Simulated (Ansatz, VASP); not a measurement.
# One calculation of GaN, two programs

The input INCAR:

```
SYSTEM = GaN
PREC = Accurate
ENCUT = 520
EDIFF = 1E-7
ISMEAR = -1
SIGMA = 0.05
LREAL = .FALSE.
LASPH = .TRUE.
NELM = 100
ALGO = Normal
ISIF = 2
LWAVE = .FALSE.
LCHARG = .FALSE.
NBANDS = 46
```

File KPOINTS:

```
regular mesh
0
G
  10 10 3
  0 0 0
```

Contents of POSCAR:

```
GaN
1.0
    3.2115377864      0.0000000000      0.0000000000
   -1.6057688932      2.7812733083      0.0000000000
    0.0000000000      0.0000000000     10.3568400000
Ga N
4 4
Direct
    0.0000000000      0.0000000000      0.7858680000
    0.6666666667      0.3333333333      0.0373490000
    0.3333333333      0.6666666667      0.5373490000
    0.0000000000      0.0000000000      0.2858680000
    0.0000000000      0.0000000000      0.0930380000
    0.6666666667      0.3333333333      0.3437450000
    0.0000000000      0.0000000000      0.5930380000
    0.3333333333      0.6666666667      0.8437450000
```

File input.yaml:

```yaml
crystal:
  lattice:
    - [3.2115377864, 0.0, 0.0]
    - [-1.6057688932, 2.7812733083, 0.0]
    - [0.0, 0.0, 10.35684]
  atoms:
    - { symbol: Ga, position: [0.0, 0.0, 0.785868] }
    - { symbol: Ga, position: [0.6666666667, 0.3333333333, 0.037349] }
    - { symbol: Ga, position: [0.3333333333, 0.6666666667, 0.537349] }
    - { symbol: Ga, position: [0.0, 0.0, 0.285868] }
    - { symbol: "N", position: [0.0, 0.0, 0.093038] }
    - { symbol: "N", position: [0.6666666667, 0.3333333333, 0.343745] }
    - { symbol: "N", position: [0.0, 0.0, 0.593038] }
    - { symbol: "N", position: [0.3333333333, 0.6666666667, 0.843745] }
kpoints:
  mp_grid: { grid: [10, 10, 3] }
  band_path:
    path:
      - [0.0, 0.0, 0.0]
      - [0.5, 0.0, 0.0]
      - [0.3333333333, 0.3333333333, 0.0]
      - [0.0, 0.0, 0.0]
      - [0.0, 0.0, 0.5]
      - [0.5, 0.0, 0.5]
      - [0.3333333333, 0.3333333333, 0.5]
      - [0.0, 0.0, 0.5]
    npoints: 12
scf:
  occupations: { method: fermi_dirac, width: 0.05 }
hamiltonian:
  xc: lda
  pseudopotentials: { kind: all_electron, lapw: { basis_error: 0.002 } }
output:
  forces: true
  stress: true
  eigenvalues: true
```

Alike in both runs: functional LDA; k mesh 10 × 10 × 3; occupations fermi-dirac, width 0.05 eV; no spin polarisation.

|  | VASP | Ansatz |
| --- | --- | --- |
| version | VASP 6.6.1 | Ansatz 0.2.0 |
| potentials or method | VASP PAW LDA potentials, release 64 (Ga_d, N), cutoff 520 eV | all-electron LAPW, scalar-relativistic |
| task | single point | band structure |

VASP gave:

* gap on the k mesh at the Fermi level (eV): 0.84
* least direct gap on the mesh (eV): 0.84
* pressure (GPa): -10.2
* traceless stress, the component that is largest in VASP (GPa): 6.47
* rms of the force components (eV/Å): 0.073

Problem. Estimate Ansatz's values.

Solution. gap on the k mesh at the Fermi level (eV): 0.83; least direct gap on the mesh (eV): 0.83; pressure (GPa): -10.9; traceless stress, the component that is largest in VASP (GPa): 6.82; rms of the force components (eV/Å): 0.073.

LDA's correlation is that of Perdew and Zunger in VASP and of Perdew and Wang (1992) in Ansatz. Atom by atom the forces differ by 0.014 eV/Å (rms over components). Ansatz ran all-electron here, and VASP with PAW potentials.
